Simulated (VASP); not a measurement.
Input of a VASP 6.6.1 run:

POSCAR

```
Si
1.0
    3.8330687609      0.0000000000      0.0000000000
   -1.9165343804      3.3195349214      0.0000000000
    0.0000000000      0.0000000000      6.3266069912
Si
4
Direct
    0.3333333333      0.6666666667      0.0002923471
    0.6666666667      0.3333333333      0.5002923471
    0.3333333333      0.6666666667      0.3747076529
    0.6666666667      0.3333333333      0.8747076529
```

File INCAR.step1:

```
ALGO = Normal ; EDIFF = 1E-5
ENCUT = 520 ; GGA = PE
ISIF = 2 ; ISMEAR = -1
LASPH = True ; LCHARG = False
LREAL = False ; LWAVE = True
NBANDS = 16 ; NELM = 100
PREC = Accurate ; SIGMA = 0.02
```

File INCAR.step2:

```
ALGO = Normal ; EDIFF = 1E-7
ENCUT = 520 ; GGA = PE
HFSCREEN = 0.2079 ; ISIF = 2
ISMEAR = -1 ; ISTART = 1
LASPH = True ; LCHARG = False
LHFCALC = True ; LREAL = False
LWAVE = False ; NBANDS = 16
NELM = 100 ; PREC = Accurate
PRECFOCK = Normal ; SIGMA = 0.02
```

KPOINTS

```
k-points
0
Gamma
  6 6 4
```

Potentials or basis: VASP PAW PBE potentials, release 64 (Si).

Run with:

```sh
$ cat potpaw_PBE.64/Si/POTCAR > POTCAR
$ cp INCAR.step1 INCAR
$ mpirun -np 1 vasp_std > vasp.out
$ cp INCAR.step2 INCAR
$ mpirun -np 1 vasp_std > vasp.out
```

(1) Predict the pressure.

(2) What does it give for the band gap on the k mesh?

## Answers

(1) -0.4 GPa.

(2) 0.97 eV (least direct gap 1.69 eV).

Caveat: the PAW data sets were made with another functional, which shifts forces and pressure a little.
